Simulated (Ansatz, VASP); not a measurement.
# Two plane-wave programs on NaInSe

INCAR

```
ALGO = Normal ; EDIFF = 1E-7
ENCUT = 520 ; GGA = PE
ISIF = 2 ; ISMEAR = 0
LASPH = T ; LCHARG = F
LREAL = F ; LWAVE = F
NBANDS = 20 ; NELM = 60
PREC = Accurate ; SIGMA = 0.1
```

KPOINTS

```
k-points
0
Gamma
  4 4 4
```

File POSCAR:

```
NaInSe
1.0
    4.4784024600      0.0000000000      0.0000000000
    0.0000000000      4.4784024600      0.0000000000
    0.0000000000      0.0000000000      4.5715372000
Na In Se
1 1 1
Direct
    0.0000000000      0.0000000000      0.5000000000
    0.5000000000      0.5000000000      0.0000000000
    0.5000000000      0.5000000000      0.5000000000
```

Input for Ansatz:

```yaml
crystal:
  lattice:
    - [4.47840246, 0.0, 0.0]
    - [0.0, 4.47840246, 0.0]
    - [0.0, 0.0, 4.5715372]
  atoms:
    - { symbol: Na, position: [0.0, 0.0, 0.5] }
    - { symbol: In, position: [0.5, 0.5, 0.0] }
    - { symbol: Se, position: [0.5, 0.5, 0.5] }
basis:
  ecutwfc: 420
kpoints:
  mp_grid: { grid: [4, 4, 4] }
hamiltonian:
  xc: pbe
scf:
  occupations: { method: gaussian, width: 0.1 }
  lower_state_search: "off"
output:
  forces: true
  stress: true
  eigenvalues: true
```

Alike in both runs: task single point; functional PBE; k mesh 4 × 4 × 4; occupations gaussian, width 0.1 eV; no spin polarisation.

|  | VASP | Ansatz |
| --- | --- | --- |
| version | VASP 6.6.1 | Ansatz 0.2.0 |
| potentials or method | VASP PAW PBE potentials, release 64 (Na_pv, In_d, Se), cutoff 520 eV | scalar-relativistic, plane waves, PAW |
| valence electrons in the cell | 26 | 38 |

```csv
,VASP,Ansatz,Ansatz less VASP
gap on the k mesh at the Fermi level (eV),none,none,-
pressure (GPa),11.8,11.8,+0.06
"traceless stress, the component that is largest in VASP (GPa)",29.08,29.19,+0.107
```

A gap of «none» marks a metal or a gap that the smearing closes. VASP's potentials hold 26 valence electrons a cell and Ansatz's 38, so a difference there can come from the potentials and not from the codes.
